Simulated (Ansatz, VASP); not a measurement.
**One calculation of CO2, two programs**

```
O C
1.0
    -1.97473    1.97473    3.01406
     1.97473   -1.97473    3.01406
     1.97473    1.97473   -3.01406
O C
4 2
Direct
  0.87500 0.95980 0.58480
  0.37500 0.29020 0.41520
  0.04020 0.62500 0.91520
  0.70980 0.12500 0.08480
  0.00000 0.00000 0.00000
  0.75000 0.25000 0.50000
```

Alike in both runs: task relaxation of cell and atoms; functional revPBE; k mesh 9 × 9 × 9; occupations fermi-dirac, width 0.05 eV; no spin polarisation.

```csv
,VASP,Ansatz
version,VASP 6.6.1,Ansatz 0.2.0
potentials or method,"VASP PAW PBE potentials, release 64 (O, C)",Ansatz PAW
plane-wave cutoff (eV),600,420
valence electrons in the cell,32,32
```

|  | VASP | Ansatz | Ansatz less VASP |
| --- | --- | --- | --- |
| relaxed volume (Å³/atom) | 8.03 | 8.02 | -0.007 |
| relaxed cell length with the largest relative difference (Å) | 4.130 | 4.129 | -0.0014 |

VASP's potentials were made for PBE, not for revPBE.

Noted on Ansatz's run: Pulay correction over one GPa; odd divisions of the mesh miss points on the zone boundary, where band edges often lie, so the gap on the mesh can be too wide; the plane-wave basis is chosen anew once the cell has moved, so the energies of steps on either side of that aren't comparable.
